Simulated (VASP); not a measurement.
## MgS: single point with PBEsol

The system is MgS.

```
Mg S
1.0
     0.00000    2.60165    2.60165
     2.60165    0.00000    2.60165
     2.60165    2.60165    0.00000
Mg S
1 1
Direct
  0.00000 0.00000 0.00000
  0.50000 0.50000 0.50000
```

```
Program                : VASP 6.6.1
Task                   : single point
Functional             : PBEsol
Potentials or basis    : VASP PAW PBE potentials, release 64 (Mg, S)
Cutoff                 : 520 eV
k mesh                 : 10 × 10 × 10
Occupations            : fermi-dirac, width 0.03 eV
Spin                   : no spin polarisation
Dipole correction      : no
Further INCAR settings : ALGO = Normal; EDIFF = 1e-06; NBANDS = 11
```

```
Pressure               : -1.2 GPa
Band gap on the k mesh : 2.70 eV, indirect (least direct gap 3.59 eV)
```

Levels at points of the mesh, in eV from the valence-band top:
```csv
k point,band 2,band 3,band 4,band 5,band 6,band 7
"(0.00, 0.00, 0.00)",0.00,0.00,0.00,3.59,7.85,7.85
"(0.50, 0.00, 0.00)",-4.89,-0.60,-0.60,4.40,6.83,6.83
"(0.50, 0.50, 0.00)",-4.26,-1.71,-1.71,2.70,4.24,11.87
```

Wall time 14 s on 1 thread of Intel(R) Xeon(R) Platinum 8488C (Sapphire Rapids) (shared host), peak memory 0.16 GiB.

Caveat: the PAW data sets were made with another functional, which shifts forces and pressure a little. A k mesh can miss the band edges.
